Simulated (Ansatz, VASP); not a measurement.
**Two plane-wave programs on ZrO2**

```xyz
3
Lattice="0.0000 2.5350 2.5350 2.5350 0.0000 2.5350 2.5350 2.5350 0.0000" Properties=species:S:1:pos:R:3 pbc="T T T"
Zr    0.0000    0.0000    0.0000
O     1.2675    1.2675    1.2675
O     3.8025    3.8025    3.8025
```

Alike in both runs: task single point; functional PBE; k mesh 3 × 3 × 3; no spin polarisation.

```csv
,VASP,Ansatz
version,VASP 6.6.1,Ansatz 0.2.0
potentials or method,"VASP PAW PBE potentials, release 64 (Zr_sv, O)","plane waves, norm-conserving potentials"
plane-wave cutoff (eV),600,1240
occupations,"gaussian, width 0.01 eV",fixed
valence electrons in the cell,24,24
```

Ansatz gave:

* gap on the k mesh at the Fermi level (eV): 3.93

Q: Estimate VASP's values.

A: gap on the k mesh at the Fermi level (eV): 3.92.

The k mesh is coarse, so the values compare programs but aren't converged.
